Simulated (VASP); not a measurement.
Set up this calculation in VASP 6.6.1, as the native input.

* Task: single point
* Functional: PBE
* Potentials or basis: VASP PAW PBE potentials, release 64 (Ni, O)
* Cutoff: 520 eV
* k mesh: 11 × 11 × 11
* Occupations: fermi-dirac, width 0.05 eV
* Spin: collinear spin, ferromagnetic start
* Starting moments: [2.0, 0.0] μB
* Dipole correction: no
* Further INCAR settings: ALGO = Normal; EDIFF = 1e-06; NBANDS = 19

The structure of NiO lies in POSCAR:

```
NiO
1.0
    0.0000000000      2.0486177450      2.0486177450
    2.0486177450      0.0000000000      2.0486177450
    2.0486177450      2.0486177450      0.0000000000
Ni O
1 1
Direct
    0.0000000000      0.0000000000      0.0000000000
    0.5000000000      0.5000000000      0.5000000000
```

This cell differs from its parent crystal: volume scaled by 0.94.

These files were run (other wordings do the same):

INCAR

```
SYSTEM = NiO
ALGO = Normal ; EDIFF = 1E-6
ENCUT = 520 ; GGA = PE
ISIF = 2 ; ISMEAR = -1
ISPIN = 2 ; LASPH = .True.
LCHARG = .False. ; LMAXMIX = 4
LORBIT = 11 ; LREAL = .False.
LWAVE = .False. ; MAGMOM = 2 0
NBANDS = 19 ; NELM = 150
PREC = Accurate ; SIGMA = 0.05
```

KPOINTS

```
k-points
0
Gamma
  11 11 11
  0 0 0
```

Potentials or basis: VASP PAW PBE potentials, release 64 (Ni, O).

Run with:

```console
$ cat potpaw_PBE.64/Ni/POTCAR potpaw_PBE.64/O/POTCAR > POTCAR
$ mpirun -np 1 vasp_std > vasp.out
```

It gave:

```json
{
 "Pressure": "16.6 GPa",
 "Net moment": "1.48 μB per cell",
 "Site moments": "Ni +1.24; O +0.21 μB",
 "Valence electrons inside the program's atomic spheres": "Ni 9.11; O 5.00"
}
```

Caveat: a cell with one magnetic atom can't hold antiferromagnetic order, which such compounds often take.

Wall time 21 s on 1 thread of Intel(R) Xeon(R) Platinum 8559C (Emerald Rapids), on a shared host, peak memory 0.16 GiB.
